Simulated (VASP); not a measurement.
Here is a VASP 6.6.1 calculation.

File INCAR:

```
SYSTEM = C
PREC = Accurate
ENCUT = 520
EDIFF = 1E-6
ISMEAR = 0
SIGMA = 0.1
LREAL = .FALSE.
LASPH = .TRUE.
NELM = 100
ALGO = Normal
ISIF = 2
LWAVE = .FALSE.
LCHARG = .FALSE.
GGA = PE
IVDW = 12
NBANDS = 11
```

Contents of KPOINTS:

```
Automatic mesh
0
G
  18 18 12
  0 0 0
```

Contents of POSCAR:

```
C
1.0
    2.4503359307      0.0000000000      0.0000000000
   -1.2251679653      2.1220531638      0.0000000000
    0.0000000000      0.0000000000      3.1763475002
C
2
Direct
    0.3333333333      0.6666666667      0.0000000000
    0.6666666667      0.3333333333      0.0000000000
```

Potentials or basis: VASP PAW PBE potentials, release 64 (C).

Command:

```sh
$ cat potpaw_PBE.64/C/POTCAR > POTCAR
$ mpirun -np 1 vasp_std > vasp.out
```

(1) Predict the pressure.

(2) Estimate the band gap on the k mesh.

(3) Estimate the dispersion energy per atom.

Results:

(1) 8.0 GPa.

(2) zero (bands 4 and 5 overlap by 1.84 eV).

(3) -0.167 eV.

Caveat: the cell stands under pressure.
